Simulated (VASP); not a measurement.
# TiSe2 (P-3m1) in VASP: notebook

TiSe2 is run at these levels: r2SCAN; tasks: single point.

The COD entry that gives the cell may itself be a prediction, so a difference from it is no test against experiment.

Program: VASP 6.6.1. These are calculated values, not measurements. Logs are shortened: lines on timing, memory, paths and dates and some standing lists are left out, and cuts for length are marked.

## (1) The cell of the first run

Symmetry: P-3m1, No. 164, trigonal system. Conventional cell: a = 3.561 Å, b = 3.561 Å, c = 6.312 Å, α = 90.00°, β = 90.00°, γ = 120.00°. Ti (site symmetry -3m) has 6 Se at 2.56 Å within 3.4 Å. Within 3.4 Å of Se (site symmetry 3m) lie 3 Ti at 2.56 Å.

## (2) Single point, r2SCAN

Contents of POSCAR:

```
TiSe2
1.0
    3.5614073773      0.0000000000      0.0000000000
   -1.7807036886      3.0842692620      0.0000000000
    0.0000000000      0.0000000000      6.3120909010
Ti Se
1 2
Direct
    0.0000000000      0.0000000000      0.0000000000
    0.3333333333      0.6666666667      0.2403943924
    0.6666666667      0.3333333333      0.7596056076
```

Contents of INCAR.step1:

```
PREC = Accurate ; ENCUT = 550
ISMEAR = 0 ; SIGMA = 0.1
LREAL = F ; LASPH = T
NELM = 120 ; NBANDS = 19
GGA = PE ; ALGO = Normal
EDIFF = 1E-5 ; LWAVE = T
LCHARG = F ; GGA_COMPAT = F
```

Contents of INCAR.step2:

```
PREC = Accurate ; ENCUT = 550
EDIFF = 1E-6 ; ISMEAR = 0
SIGMA = 0.1 ; LREAL = F
LASPH = T ; NELM = 120
ALGO = Normal ; ISIF = 2
LWAVE = F ; LCHARG = F
METAGGA = R2SCAN ; LMIXTAU = T
NBANDS = 19 ; ISTART = 1
GGA_COMPAT = F
```

Contents of KPOINTS:

```
regular mesh
0
Gamma
  15 15 8
```

Potentials or basis: VASP PAW PBE potentials, release 64 (Ti_sv, Se).

On the command line:

```console
$ cat potpaw_PBE.64/Ti_sv/POTCAR potpaw_PBE.64/Se/POTCAR > POTCAR
$ cp INCAR.step1 INCAR
$ mpirun -np 1 vasp_std > vasp.out
$ cp INCAR.step2 INCAR
$ mpirun -np 1 vasp_std > vasp.out
```

OUTCAR:

```text
PREC = Accurate
   ENCUT = 550
   EDIFF = 1E-6
   ISMEAR = 0
   LREAL = F
   LASPH = T
   NELM = 120
   ISIF = 2
   METAGGA = R2SCAN
   ISTART = 1

 ion  position               nearest neighbor table
   1  0.000  0.000  0.000-   2 2.56   3 2.56   3 2.56   2 2.56   3 2.56   2 2.56
   2  0.333  0.667  0.240-   1 2.56   1 2.56   1 2.56
   3  0.667  0.333  0.760-   1 2.56   1 2.56   1 2.56

  LATTYP: Found a hexagonal cell.
 ALAT       =     3.5614073773
 C/A-ratio  =     1.7723585741

  Lattice vectors:

 A1 = (   3.5614073773,   0.0000000000,   0.0000000000)
 A2 = (  -1.7807036886,   3.0842692620,   0.0000000000)
 A3 = (   0.0000000000,   0.0000000000,   6.3120909010)

Analysis of symmetry for initial positions (statically):
=====================================================================
 Subroutine PRICEL returns:
 Original cell was already a primitive cell.

 Routine SETGRP: Setting up the symmetry group for a
 hexagonal supercell.

 Subroutine GETGRP returns: Found 12 space group operations
 (whereof 12 operations were pure point group operations)
 out of a pool of 24 trial point group operations.

The static configuration has the point symmetry D_3d.

Analysis of symmetry for dynamics (positions and initial velocities):
=====================================================================
 Subroutine PRICEL returns:
 Original cell was already a primitive cell.

 Routine SETGRP: Setting up the symmetry group for a
 hexagonal supercell.

 Subroutine GETGRP returns: Found 12 space group operations
 (whereof 12 operations were pure point group operations)
 out of a pool of 24 trial point group operations.

The dynamic configuration has the point symmetry D_3d.

 Subroutine INISYM returns: Found 12 space group operations
 (whereof 12 operations are pure point group operations),
 and found     1 'primitive' translations

----------------------------------------------------------------------------------------

                                     Primitive cell

[... 77 lines left out ...]
   dimension x,y,z NGX =    28 NGY =   28 NGZ =   48
   dimension x,y,z NGXF=    56 NGYF=   56 NGZF=   96
   ions per type =               1   2
   NGX,Y,Z   is equivalent  to a cutoff of  13.07, 13.07, 12.64 a.u.
   NGXF,Y,Z  is equivalent  to a cutoff of  26.14, 26.14, 25.28 a.u.
 SYSTEM =  unknown system
   PREC   = accura    normal or accurate (medium, high low for compatibility)
   ISTART =      1    job   : 0-new  1-cont  2-samecut
   ICHARG =      0    charge: 1-file 2-atom 10-const
   ISPIN  =      1    spin polarized calculation?
   LNONCOLLINEAR =      F non collinear calculations
   LSORBIT =      F    spin-orbit coupling
   LASPH  =      T    aspherical Exc in radial PAW
   ENCUT  =  550.0 eV  40.42 Ry    6.36 a.u.   6.81  6.81 12.07*2*pi/ulx,y,z
   NELM   =    120;   NELMIN=  2; NELMDL=  0     # of ELM steps
   EDIFF  = 0.1E-05   stopping-criterion for ELM
   LREAL  =      F    real-space projection
   EDIFFG = 0.1E-04   stopping-criterion for IOM
   NSW    =      0    number of steps for IOM
   IBRION =     -1    ionic relax: 0-MD 1-quasi-New 2-CG
   NFREE  =      0    steps in history (QN), initial steepest desc. (CG)
   ISIF   =      2    stress and relaxation
   ISYM   =      2    0-nonsym 1-usesym 2-fastsym
   POTIM  = 0.5000    time-step for ionic-motion
   TEBEG  =    0.0;   TEEND  =   0.0 temperature during run
   PSTRESS=    0.0 pullay stress
   NELECT =      24.0000    total number of electrons
   NUPDOWN=      -1.0000    fix difference up-down
   EMIN   =  10.00;   EMAX   =-10.00  energy-range for DOS
   EFERMI =   0.00;   METHOD = LEGACY
   ISMEAR =     0;   SIGMA  =   0.10  broadening in eV -4-tet -1-fermi 0-gaus
   EFERMI_NEDOS =   21; number of points for ismear=-14 and -15
   IALGO  =     38    algorithm
   IMIX   =      4    mixing-type and parameters
     AMIX     =   0.40;   BMIX     =  1.00
     AMIX_MAG =   1.60;   BMIX_MAG =  1.00
  volume/ion in A,a.u.               =      23.11       155.96
  Fermi-wavevector in a.u.,A,eV,Ry     =   1.149466  2.172176 17.977003  1.321272
  Thomas-Fermi vector in A             =   2.286136
   LORBIT       =      0    0 simple, 1 ext, 2 COOP (PROOUT), +10 PAW based schemes
   METAGGA = R2SCAN    functional components
   LHFCALC =     F    Hartree Fock is set to
   AEXX    =    0.0000 exact exchange contribution
   IVDW    =     0    specifies the selected vdW correction
   LEPSILON=     F    determine dielectric tensor
   LRPA    =     F    only Hartree local field effects (RPA)
 non-spin polarized calculation
 Gauss-broadening in eV      SIGMA  =   0.10
  energy-cutoff  :      550.00
  volume of cell :       69.33
 maximum number of plane-waves:      2049
   NGX = 13   NGY = 13   NGZ = 25

 number of electron      23.9999992 magnetization

 Free energy of the ion-electron system (eV)
  ---------------------------------------------------
  ext. energy  EPLUGINS =         0.00000000
  ---------------------------------------------------
  free energy    TOTEN  =       -45.49432696 eV

  energy without entropy =      -45.49271013  energy(sigma->0) =      -45.49351855

 E-fermi :   4.0664     XC(G=0): -10.1021

 val. band max:        4.0563829448   @ k =   0.0000   0.4667   0.3750
 cond. band min:       4.0917861385   @ k =   0.0000   0.4000   0.3750
 fundamental gap:      0.0354031936
 Fermi energy:         4.0663576712

 k-point     1 :       0.0000    0.0000    0.0000
  band No.  band energies     occupation
      1     -56.1918      2.00000
      2     -31.3650      2.00000
      3     -31.3518      2.00000
      4     -31.3518      2.00000
      5     -10.3772      2.00000
      6      -9.0902      2.00000
[... 505 lines left out ...]
      6      -8.7364      2.00000
[... 11 lines left out ...]
     18      10.6517      0.00000
     19      12.6280      0.00000

 [... further k-points ...]
[... 5 lines left out ...]
  --------------------------------------------------------------------------------------
  -------------------------------------------------------------------------------------
  Total        0.0841290      0.0841290      0.0545458      0.0000000     -0.0000000     -0.0000000
  in kB        1.9440579      1.9440579      1.2604471      0.0000000     -0.0000000     -0.0000000
  external PRESSURE =       1.7161877 kB  Pullay stress =       0.0000000 kB

 VOLUME and BASIS-vectors are now :
 -----------------------------------------------------------------------------
  energy-cutoff  :      550.00
  volume of cell :       69.33
      direct lattice vectors                 reciprocal lattice vectors
     3.561407377  0.000000000  0.000000000     0.280787872  0.162112954  0.000000000
    -1.780703689  3.084269262  0.000000000     0.000000000  0.324225907  0.000000000
     0.000000000  0.000000000  6.312090901     0.000000000  0.000000000  0.158426109

 POSITION                                       TOTAL-FORCE (eV/Angst)
 -----------------------------------------------------------------------------------
      0.00000      0.00000      0.00000         0.000000      0.000000      0.000000
     -0.00000      2.05618      1.51739        -0.000000      0.000000      0.016831
      1.78070      1.02809      4.79470         0.000000      0.000000     -0.016831
 -----------------------------------------------------------------------------------
    total drift:                                0.000000      0.000000     -0.000000

  FREE ENERGIE OF THE ION-ELECTRON SYSTEM (eV)
  ---------------------------------------------------
  free  energy   TOTEN  =       -45.4943269571 eV

  energy  without entropy=      -45.4927101331  energy(sigma->0) =      -45.49351855
```

OSZICAR.step1:

```text
N       E                     dE             d eps       ncg     rms          rms(c)
DAV:   1     0.208303889733E+03    0.20830E+03   -0.11636E+04  7296   0.127E+03
DAV:   2    -0.328991541602E+00   -0.20863E+03   -0.20204E+03  7664   0.327E+02
DAV:   3    -0.205743101047E+02   -0.20245E+02   -0.19707E+02 10605   0.960E+01
DAV:   4    -0.213466085722E+02   -0.77230E+00   -0.76941E+00  9675   0.176E+01
DAV:   5    -0.213725050643E+02   -0.25896E-01   -0.25882E-01 10220   0.288E+00    0.122E+01
DAV:   6    -0.198420442637E+02    0.15305E+01   -0.32264E+01  7586   0.415E+01    0.116E+01
DAV:   7    -0.185415882987E+02    0.13005E+01   -0.23849E+01  9043   0.316E+01    0.506E+00
DAV:   8    -0.182404066779E+02    0.30118E+00   -0.31200E+00  8160   0.130E+01    0.209E+00
DAV:   9    -0.181961182009E+02    0.44288E-01   -0.30693E-01  8385   0.399E+00    0.551E-01
DAV:  10    -0.181965124580E+02   -0.39426E-03   -0.22629E-02  8717   0.108E+00    0.232E-01
DAV:  11    -0.181973411556E+02   -0.82870E-03   -0.12595E-02  9490   0.735E-01    0.227E-01
DAV:  12    -0.181964538747E+02    0.88728E-03   -0.44828E-03  8815   0.441E-01    0.315E-02
DAV:  13    -0.181964812058E+02   -0.27331E-04   -0.10906E-04  8202   0.902E-02    0.322E-02
DAV:  14    -0.181964657641E+02    0.15442E-04   -0.95590E-05  7624   0.685E-02    0.475E-03
DAV:  15    -0.181964670894E+02   -0.13253E-05   -0.38168E-06  4830   0.169E-02
   1 F= -.18196467E+02 E0= -.18194639E+02  d E =-.365670E-02
```

Wall time 6.8 min (1 thread of Intel Xeon 6975P-C (Granite Rapids), shared host); peak memory 0.4 GiB.

Results:

```yaml
Free_energy: -45.4943 eV
Pressure: 0.2 GPa
Largest_force: 0.017 eV/Å
Band_gap_on_the_k_mesh: zero (band 12 reaches 4.30 eV, above the bottom of band 13 at 4.04 eV)
```

Forces on the atoms (eV/Å):
```
Ti   0.000  0.000  0.000
Se   0.000  0.000  0.017
Se   0.000  0.000 -0.017
```

Caveat: the PAW data sets were made with another functional, which shifts forces and pressure a little.

## (3) Single point, r2SCAN

POSCAR is that of step 2.

Contents of INCAR.step1:

```
  PREC = Accurate
  ENCUT = 550
  ISMEAR = 0
  SIGMA = 0.1
  LREAL = F
  LASPH = T
  NELM = 120
  NBANDS = 19
  GGA = PE
  ALGO = Normal
  EDIFF = 1E-5
  LWAVE = T
  LCHARG = F
  GGA_COMPAT = F
```

Contents of INCAR.step2:

```
  PREC = Accurate
  ENCUT = 550
  EDIFF = 1E-6
  ISMEAR = 0
  SIGMA = 0.1
  LREAL = F
  LASPH = T
  NELM = 120
  ALGO = Normal
  ISIF = 2
  LWAVE = F
  LCHARG = F
  METAGGA = R2SCAN
  LMIXTAU = T
  NBANDS = 19
  ISTART = 1
  GGA_COMPAT = F
```

Contents of KPOINTS:

```
Automatic mesh
0
Gamma
  15 15 8
```

Potentials or basis: VASP PAW PBE potentials, release 64 (Ti_sv, Se).

On the command line:

```console
$ cat potpaw_PBE.64/Ti_sv/POTCAR potpaw_PBE.64/Se/POTCAR > POTCAR
$ cp INCAR.step1 INCAR
$ mpirun -np 1 vasp_std > vasp.out
$ cp INCAR.step2 INCAR
$ mpirun -np 1 vasp_std > vasp.out
```

OUTCAR:

```text
PREC = Accurate
   ENCUT = 550
   EDIFF = 1E-6
   ISMEAR = 0
   LREAL = F
   LASPH = T
   NELM = 120
   ISIF = 2
   METAGGA = R2SCAN
   ISTART = 1

 ion  position               nearest neighbor table
   1  0.000  0.000  0.000-   2 2.56   3 2.56   3 2.56   2 2.56   3 2.56   2 2.56
   2  0.333  0.667  0.240-   1 2.56   1 2.56   1 2.56
   3  0.667  0.333  0.760-   1 2.56   1 2.56   1 2.56

  LATTYP: Found a hexagonal cell.
 ALAT       =     3.5614073773
 C/A-ratio  =     1.7723585741

  Lattice vectors:
[... 194 lines left out ...]
      5     -10.3772      2.00000
      6      -9.0902      2.00000
[... 505 lines left out ...]
      6      -8.7364      2.00000
[... 11 lines left out ...]
     18      10.6517      0.00000
     19      12.6280      0.00000

 [... further k-points ...]
[... 5 lines left out ...]
  --------------------------------------------------------------------------------------
  -------------------------------------------------------------------------------------
  Total        0.0841290      0.0841290      0.0545458      0.0000000     -0.0000000     -0.0000000
  in kB        1.9440579      1.9440579      1.2604471      0.0000000     -0.0000000     -0.0000000
  external PRESSURE =       1.7161877 kB  Pullay stress =       0.0000000 kB

 VOLUME and BASIS-vectors are now :
 -----------------------------------------------------------------------------
  energy-cutoff  :      550.00
  volume of cell :       69.33
      direct lattice vectors                 reciprocal lattice vectors
     3.561407377  0.000000000  0.000000000     0.280787872  0.162112954  0.000000000
    -1.780703689  3.084269262  0.000000000     0.000000000  0.324225907  0.000000000
     0.000000000  0.000000000  6.312090901     0.000000000  0.000000000  0.158426109

 POSITION                                       TOTAL-FORCE (eV/Angst)
 -----------------------------------------------------------------------------------
      0.00000      0.00000      0.00000         0.000000      0.000000      0.000000
     -0.00000      2.05618      1.51739        -0.000000      0.000000      0.016831
      1.78070      1.02809      4.79470         0.000000      0.000000     -0.016831
 -----------------------------------------------------------------------------------
    total drift:                                0.000000      0.000000     -0.000000

  FREE ENERGIE OF THE ION-ELECTRON SYSTEM (eV)
  ---------------------------------------------------
  free  energy   TOTEN  =       -45.4943269571 eV

  energy  without entropy=      -45.4927101331  energy(sigma->0) =      -45.49351855
```

OSZICAR.step1:

```text
N       E                     dE             d eps       ncg     rms          rms(c)
DAV:   1     0.208303889733E+03    0.20830E+03   -0.11636E+04  7296   0.127E+03
DAV:   2    -0.328991541602E+00   -0.20863E+03   -0.20204E+03  7664   0.327E+02
DAV:   3    -0.205743101047E+02   -0.20245E+02   -0.19707E+02 10605   0.960E+01
DAV:   4    -0.213466085722E+02   -0.77230E+00   -0.76941E+00  9675   0.176E+01
DAV:   5    -0.213725050643E+02   -0.25896E-01   -0.25882E-01 10220   0.288E+00    0.122E+01
DAV:   6    -0.198420442637E+02    0.15305E+01   -0.32264E+01  7586   0.415E+01    0.116E+01
DAV:   7    -0.185415882987E+02    0.13005E+01   -0.23849E+01  9043   0.316E+01    0.506E+00
DAV:   8    -0.182404066779E+02    0.30118E+00   -0.31200E+00  8160   0.130E+01    0.209E+00
DAV:   9    -0.181961182009E+02    0.44288E-01   -0.30693E-01  8385   0.399E+00    0.551E-01
DAV:  10    -0.181965124580E+02   -0.39426E-03   -0.22629E-02  8717   0.108E+00    0.232E-01
DAV:  11    -0.181973411556E+02   -0.82870E-03   -0.12595E-02  9490   0.735E-01    0.227E-01
DAV:  12    -0.181964538747E+02    0.88728E-03   -0.44828E-03  8815   0.441E-01    0.315E-02
DAV:  13    -0.181964812058E+02   -0.27331E-04   -0.10906E-04  8202   0.902E-02    0.322E-02
DAV:  14    -0.181964657641E+02    0.15442E-04   -0.95590E-05  7624   0.685E-02    0.475E-03
DAV:  15    -0.181964670894E+02   -0.13253E-05   -0.38168E-06  4830   0.169E-02
   1 F= -.18196467E+02 E0= -.18194639E+02  d E =-.365670E-02
```

Run time: 7.1 min. Hardware: 1 thread of Intel Xeon 6975P-C (Granite Rapids), shared host; peak memory 0.4 GiB.

What came out:

```
Free energy            : -45.4943 eV
Pressure               : 0.2 GPa
Largest force          : 0.017 eV/Å
Band gap on the k mesh : zero (band 12 reaches 4.30 eV, above the bottom of band 13 at 4.04 eV)
```

Forces in eV/Å, atoms in the order of the input:
```
Ti   0.000  0.000  0.000
Se   0.000  0.000  0.017
Se   0.000  0.000 -0.017
```

Caveat: the PAW data sets were made with another functional, which shifts forces and pressure a little.
